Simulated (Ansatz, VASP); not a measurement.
# One calculation of Ga, two programs

```
Ga
1.0
     2.93582   -1.86321    0.00000
     2.93582    1.86321    0.00000
    -2.13543    0.00000    4.07308
Ga
2
Direct
  0.06400 0.06400 0.15300
  0.93600 0.93600 0.84700
```

Alike in both runs: task relaxation of cell and atoms; functional PBE; k mesh 6 × 6 × 4; occupations gaussian, width 0.1 eV; no spin polarisation.

|  | VASP | Ansatz |
| --- | --- | --- |
| version | VASP 6.6.1 | Ansatz 0.2.0 |
| potentials or method | VASP PAW PBE potentials, release 64 (Ga_d), cutoff 600 eV | scalar-relativistic, plane waves, PAW |
| valence electrons in the cell | 26 | 26 |

Ansatz gave:

```
gap on the k mesh at the Fermi level, each at its own relaxed structure (eV) : none
relaxed volume (Å³/atom)                                                     : 19.92
relaxed cell length with the largest relative difference (Å)                 : 4.887
```

Question: Which values does VASP return?

Answer: gap on the k mesh at the Fermi level, each at its own relaxed structure (eV): none; relaxed volume (Å³/atom): 18.77; relaxed cell length with the largest relative difference (Å): 6.179.

A gap of «none» marks a metal or a gap that the smearing closes. One of these differences is far larger than is usual between the two programs; its cause wasn't traced.

The k mesh is coarse, so the values compare programs but aren't converged. Noted on VASP's run: the volume moved by over 15 % at a fixed basis, so the end points are rough.
